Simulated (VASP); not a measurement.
# AgBr (Fm-3m) in VASP: notebook, part 2 of 2

VASP 6.6.1.

## (3) Relaxation of cell and atoms, PBE

This run uses another cell than the first one, of 24.19 Å³/atom, 0.971 times its volume.

INCAR reads:

```
PREC = Accurate ; ENCUT = 500
EDIFF = 1E-7 ; ISMEAR = 0
SIGMA = 0.02 ; LREAL = F
LASPH = T ; NELM = 120
ALGO = Normal ; ISIF = 3
LWAVE = F ; LCHARG = F
GGA = PE ; IBRION = 2
NSW = 100 ; EDIFFG = -0.005
GGA_COMPAT = F ; NELMIN = 4
```

KPOINTS reads:

```
regular mesh
0
Gamma
  8 8 8
```

POSCAR reads:

```
AgBr
1.0
    0.0000000000      2.8921694793      2.8921694793
    2.8921694793      0.0000000000      2.8921694793
    2.8921694793      2.8921694793      0.0000000000
Ag Br
1 1
Direct
    0.0000000000      0.0000000000      0.0000000000
    0.5000000000      0.5000000000      0.5000000000
```

Potentials or basis: VASP PAW PBE potentials, release 64 (Ag, Br).

Run with:

```
cat potpaw_PBE.64/Ag/POTCAR potpaw_PBE.64/Br/POTCAR > POTCAR
mpirun -np 1 vasp_std > vasp.out
```

OUTCAR:

```text
PREC = Accurate
   ENCUT = 500
   EDIFF = 1E-7
   ISMEAR = 0
   LREAL = F
   LASPH = T
   NELM = 120
   ISIF = 3
   GGA = PE
   IBRION = 2
   NSW = 100
   EDIFFG = -0.005
   NELMIN = 4

 ion  position               nearest neighbor table
   1  0.000  0.000  0.000-   2 2.89   2 2.89   2 2.89   2 2.89   2 2.89   2 2.89
   2  0.500  0.500  0.500-   1 2.89   1 2.89   1 2.89   1 2.89   1 2.89   1 2.89

  LATTYP: Found a face centered cubic cell.
 ALAT       =     5.7843389586

  Lattice vectors:

 A1 = (   0.0000000000,   2.8921694793,   2.8921694793)
 A2 = (   2.8921694793,   0.0000000000,   2.8921694793)
 A3 = (   2.8921694793,   2.8921694793,   0.0000000000)

Analysis of symmetry for initial positions (statically):
=====================================================================
 Subroutine PRICEL returns:
 Original cell was already a primitive cell.

 Routine SETGRP: Setting up the symmetry group for a
 face centered cubic supercell.

 Subroutine GETGRP returns: Found 48 space group operations
 (whereof 48 operations were pure point group operations)
 out of a pool of 48 trial point group operations.

The static configuration has the point symmetry O_h .

Analysis of symmetry for dynamics (positions and initial velocities):
=====================================================================
 Subroutine PRICEL returns:
 Original cell was already a primitive cell.

 Routine SETGRP: Setting up the symmetry group for a
 face centered cubic supercell.

 Subroutine GETGRP returns: Found 48 space group operations
 (whereof 48 operations were pure point group operations)
 out of a pool of 48 trial point group operations.

The dynamic configuration has the point symmetry O_h .

 Subroutine INISYM returns: Found 48 space group operations
 (whereof 48 operations are pure point group operations),
 and found     1 'primitive' translations

[... 137 lines left out ...]

 Free energy of the ion-electron system (eV)
  ---------------------------------------------------
  ext. energy  EPLUGINS =         0.00000000
  ---------------------------------------------------
  free energy    TOTEN  =        -4.99513924 eV

  energy without entropy =       -4.99513924  energy(sigma->0) =       -4.99513924

------------------------ aborting loop because EDIFF is reached ----------------------------------------

  FORCE on cell =-STRESS in cart. coord.  units (eV):
  Direction    XX          YY          ZZ          XY          YZ          ZX
  --------------------------------------------------------------------------------------
  -------------------------------------------------------------------------------------
  Total        0.3567925      0.3567925      0.3567925     -0.0000000     -0.0000000     -0.0000000
  in kB       11.8147656     11.8147656     11.8147656     -0.0000000     -0.0000000     -0.0000000
  external PRESSURE =      11.8147656 kB  Pullay stress =       0.0000000 kB
[... 59 lines left out ...]
--------------------------------------- Ionic step        3  -------------------------------------------

 number of electron      18.0000002 magnetization

 Free energy of the ion-electron system (eV)
  ---------------------------------------------------
  ext. energy  EPLUGINS =         0.00000000
  ---------------------------------------------------
  free energy    TOTEN  =        -5.00011429 eV

  energy without entropy =       -5.00011429  energy(sigma->0) =       -5.00011429

 E-fermi :   3.1097     XC(G=0):  -9.5997

 val. band max:        3.0056639620   @ k =   0.5000   0.0000   0.0000
 cond. band min:       3.6927780503   @ k =   0.0000   0.0000   0.0000
 fundamental gap:      0.6871140883
 Fermi energy:         3.1097326917

 k-point     1 :       0.0000    0.0000    0.0000
  band No.  band energies     occupation
      1     -11.7533      2.00000
      2       0.4167      2.00000
      3       0.4167      2.00000
      4       0.4171      2.00000
      5       0.4171      2.00000
      6       0.4171      2.00000
      7       1.2535      2.00000
      8       1.2535      2.00000
      9       1.2535      2.00000
     10       3.6928      0.00000
     11      12.9327      0.00000
     12      12.9327      0.00000
     13      12.9327      0.00000
[... 354 lines left out ...]
  band No.  band energies     occupation
      1     -11.3424      2.00000
      2      -1.4440      2.00000
      3      -0.7549      2.00000
      4      -0.7372      2.00000
      5       0.6418      2.00000
      6       0.6927      2.00000
      7       0.9585      2.00000
      8       1.8988      2.00000
      9       2.4570      2.00000
     10       7.4349      0.00000
     11       8.3157      0.00000
     12      10.8275      0.00000
     13      10.8565      0.00000

 [... further k-points ...]

------------------------ aborting loop because EDIFF is reached ----------------------------------------

  FORCE on cell =-STRESS in cart. coord.  units (eV):
  Direction    XX          YY          ZZ          XY          YZ          ZX
  --------------------------------------------------------------------------------------
  -------------------------------------------------------------------------------------
  Total       -0.0020026     -0.0020026     -0.0020026      0.0000000      0.0000000     -0.0000000
  in kB       -0.0644481     -0.0644481     -0.0644481      0.0000000      0.0000000     -0.0000000
  external PRESSURE =      -0.0644481 kB  Pullay stress =       0.0000000 kB
[... 17 lines left out ...]
  FREE ENERGIE OF THE ION-ELECTRON SYSTEM (eV)
  ---------------------------------------------------
  free  energy   TOTEN  =        -5.0001142944 eV

  energy  without entropy=       -5.0001142944  energy(sigma->0) =       -5.00011429

 reached required accuracy - stopping structural energy minimisation
```

Run time: 60 s. Hardware: 1 thread of AMD EPYC 7R43 (Zen 3), shared host; peak memory 0.14 GiB.

Results:

```
Free energy                            : -5.0001 eV
Relaxed volume                         : 24.89 Å³/atom
Relaxed cell                           : a = 4.129 Å, b = 4.129 Å, c = 4.129 Å, α = 60.00°, β = 60.00°, γ = 60.00°
Space group after relaxing (to 0.05 Å) : Fm-3m (No. 225)
Energy gained by relaxing              : 2.5 meV/atom
Ionic steps                            : 3
Pressure after relaxing                : 0.0 GPa
Band gap on the k mesh                 : 0.69 eV, indirect (least direct gap 2.44 eV)
```

The path:
```tsv
step	energy change (eV)	largest force (eV/Å)	pressure (GPa)	volume (Å³)
1	0.0000	0.0000	1.18	48.38
2	-0.0049	0.0000	0.11	49.64
3	-0.0050	0.0000	-0.01	49.78
```

Final structure:
```cif
data_structure
_symmetry_space_group_name_H-M 'P 1'
_symmetry_Int_Tables_number 1
_cell_length_a 4.1292
_cell_length_b 4.1292
_cell_length_c 4.1292
_cell_angle_alpha 60.000
_cell_angle_beta 60.000
_cell_angle_gamma 60.000
_cell_volume 49.78
loop_
_atom_site_label
_atom_site_type_symbol
_atom_site_fract_x
_atom_site_fract_y
_atom_site_fract_z
_atom_site_occupancy
Ag1 Ag 0.00000 0.00000 0.00000 1
Br1 Br 0.50000 0.50000 0.50000 1
```

Levels at points of the mesh, in eV from the valence-band top:
```tsv
k point	band 5	band 6	band 7	band 8	band 9	band 10	band 11	band 12	band 13
(0.00, 0.00, 0.00)	-2.59	-2.59	-1.75	-1.75	-1.75	0.69	9.93	9.93	9.93
(0.50, 0.00, 0.00)	-2.32	-2.32	-2.00	0.00	0.00	3.88	6.29	6.86	6.86
(0.50, 0.50, 0.00)	-2.58	-2.45	-2.23	-2.23	-2.16	1.71	7.15	8.86	10.80
```

## (4) Single point, PBE

This run uses another cell than the first one, of 24.19 Å³/atom, 0.971 times its volume.

INCAR reads:

```
PREC     = Accurate       # precision mode
ENCUT    = 500            # plane-wave cutoff, eV
EDIFF    = 1E-6           # SCF threshold, eV
ISMEAR   = 0              # smearing method
SIGMA    = 0.1            # smearing width, eV
LREAL    = False          # projectors in reciprocal space
LASPH    = True           # aspherical terms in the spheres
NELM     = 120            # most SCF steps
ALGO     = Normal         # electronic algorithm
ISIF     = 2              # what is computed and relaxed
LWAVE    = False          # write WAVECAR
LCHARG   = False          # write CHGCAR
GGA      = PE             # functional
NBANDS   = 16             # bands
GGA_COMPAT= False
```

KPOINTS reads:

```
regular mesh
0
Gamma
  6 6 6
```

POSCAR is that of step 3.

Run with:

```
cat potpaw_PBE.64/Ag/POTCAR potpaw_PBE.64/Br/POTCAR > POTCAR
mpirun -np 1 vasp_std > vasp.out
```

Run time: 17 s. Hardware: 1 thread of AMD EPYC 7R43 (Zen 3), shared host; peak memory 0.12 GiB.

The run converged. Its results:

```
Free energy            : -4.9940 eV
Pressure               : 1.2 GPa
Band gap on the k mesh : 0.68 eV, indirect (least direct gap 2.53 eV)
```

Levels at points of the mesh, in eV from the valence-band top:
| k point | band 5 | band 6 | band 7 | band 8 | band 9 | band 10 | band 11 | band 12 | band 13 | band 14 |
| --- | --- | --- | --- | --- | --- | --- | --- | --- | --- | --- |
| (0.00, 0.00, 0.00) | -2.70 | -2.70 | -1.85 | -1.85 | -1.85 | 0.68 | 9.92 | 9.92 | 9.92 | 11.19 |
| (0.50, 0.00, 0.00) | -2.41 | -2.41 | -2.08 | 0.00 | 0.00 | 3.80 | 6.46 | 6.81 | 6.81 | 12.20 |
| (0.50, 0.50, 0.00) | -2.72 | -2.55 | -2.31 | -2.31 | -2.23 | 1.65 | 7.10 | 8.97 | 10.93 | 10.93 |

A k mesh can miss the band edges.

## (5) Single point, PBE

This run uses another cell than the first one: it holds 6 atoms, not 2.

INCAR reads:

```
ALGO = Normal ; EDIFF = 1E-6
ENCUT = 500 ; GGA = PE
GGA_COMPAT = F ; ISIF = 2
ISMEAR = 0 ; LASPH = T
LCHARG = F ; LREAL = F
LWAVE = F ; NBANDS = 36
NELM = 120 ; PREC = Accurate
SIGMA = 0.1
```

KPOINTS reads:

```
k-points
0
Gamma
  10 10 10
```

POSCAR reads:

```
AgBr
1.0
    0.0000000000      2.9208001266     -2.9208001266
    5.8416002533      0.0000000000      0.0000000000
   -2.9208001266     -5.8416002533     -2.9208001266
Ag Br
3 3
Direct
    1.0000000000      0.0000000000      1.0000000000
    0.3333333333      0.3333333333      0.6666666667
    0.6666666667      0.6666666667      0.3333333333
    0.0000000000      0.5000000000      0.0000000000
    0.3333333333      0.8333333333      0.6666666667
    0.6666666667      0.1666666667      0.3333333333
```

Potentials or basis: VASP PAW PBE potentials, release 64 (Ag, Br).

Run with:

```
cat potpaw_PBE.64/Ag/POTCAR potpaw_PBE.64/Br/POTCAR > POTCAR
mpirun -np 1 vasp_std > vasp.out
```

OUTCAR:

```text
EDIFF = 1E-6
   ENCUT = 500
   GGA = PE
   ISIF = 2
   ISMEAR = 0
   LASPH = T
   LREAL = F
   NELM = 120
   PREC = Accurate

 ion  position               nearest neighbor table
   1  0.000  0.000  0.000-   5 2.92   6 2.92   6 2.92   5 2.92   4 2.92   4 2.92
   2  0.333  0.333  0.667-   4 2.92   4 2.92   6 2.92   5 2.92   5 2.92   6 2.92
   3  0.667  0.667  0.333-   4 2.92   5 2.92   4 2.92   6 2.92   6 2.92   5 2.92
   4  0.000  0.500  0.000-   2 2.92   3 2.92   3 2.92   2 2.92   1 2.92   1 2.92
   5  0.333  0.833  0.667-   1 2.92   1 2.92   3 2.92   2 2.92   2 2.92   3 2.92
   6  0.667  0.167  0.333-   1 2.92   2 2.92   1 2.92   3 2.92   3 2.92   2 2.92
[... 1157 lines left out ...]
  Total       -0.0424095     -0.0424798     -0.0424798      0.0000000      0.0004071      0.0000000
  in kB       -0.4544826     -0.4552352     -0.4552352      0.0000000      0.0043624      0.0000000
  external PRESSURE =      -0.4549843 kB  Pullay stress =       0.0000000 kB

 VOLUME and BASIS-vectors are now :
 -----------------------------------------------------------------------------
  energy-cutoff  :      500.00
  volume of cell :      149.51
      direct lattice vectors                 reciprocal lattice vectors
     0.000000000  2.920800127 -2.920800127     0.000000000  0.114123979 -0.228247959
     5.841600253  0.000000000  0.000000000     0.171185969 -0.057061990 -0.057061990
    -2.920800127 -5.841600253 -2.920800127     0.000000000 -0.114123979 -0.114123979

 POSITION                                       TOTAL-FORCE (eV/Angst)
 -----------------------------------------------------------------------------------
      0.00000      0.00000      0.00000        -0.000000      0.000000     -0.000000
     -0.00000     -2.92080     -2.92080         0.000000      0.000000     -0.000000
      2.92080      0.00000     -2.92080         0.000000      0.000000     -0.000000
      2.92080      0.00000      0.00000         0.000000     -0.000000     -0.000000
      2.92080     -2.92080     -2.92080         0.000000     -0.000000      0.000000
      0.00000      0.00000     -2.92080        -0.000000      0.000000      0.000000
 -----------------------------------------------------------------------------------
    total drift:                                0.000000      0.000000     -0.000000

  FREE ENERGIE OF THE ION-ELECTRON SYSTEM (eV)
  ---------------------------------------------------
  free  energy   TOTEN  =       -15.0012710062 eV

  energy  without entropy=      -15.0012710032  energy(sigma->0) =      -15.00127100
```

stdout:

```text
POSCAR found type information on POSCAR AgBr
 POSCAR found :  2 types and       6 ions
 scaLAPACK will be used
 LDA part: xc-table for (Slater+PW92), standard interpolation
 POSCAR, INCAR and KPOINTS ok, starting setup
 FFT: planning ... GRIDC
 FFT: planning ... GRID_SOFT
 FFT: planning ... GRID
 WAVECAR not read
 entering main loop
```

It took 6.6 min on 1 thread of AMD EPYC 9R45 (Zen 5), shared host; peak memory 0.73 GiB.

What came out:

| Property | Result |
| --- | --- |
| Free energy | -15.0013 eV |
| Pressure | 0.0 GPa |
| Band gap on the k mesh | 0.69 eV |

A k mesh can miss the band edges. As with any semilocal functional, this PBE gap is likely too small.

## (6) The runs side by side

```tsv
task	cell	k mesh	smearing	gap on the mesh (eV)	pressure (GPa)
single point	a = 4.131 Å, angles 60.0°, 2 atoms	8 × 8 × 8	gaussian 0.02 eV	0.69	0.0
relaxation of cell and atoms	relaxed from a = 4.090 Å, angles 60.0°, 2 atoms	8 × 8 × 8	gaussian 0.02 eV	0.69	0.0
single point	a = 4.090 Å, angles 60.0°, 2 atoms	6 × 6 × 6	gaussian 0.1 eV	0.68	1.2
single point	a = 4.131, b = 5.842, c = 7.154 Å, angles 114.1, 106.8, 90.0°, 6 atoms	10 × 10 × 10	gaussian 0.1 eV	0.69	0.0
```

Alike in all rows: level PBE; potentials or basis VASP PAW PBE potentials, release 64 (Ag, Br); no spin polarisation; cutoff (eV) 500.

Absolute energies hang on the potentials; compare differences alone.
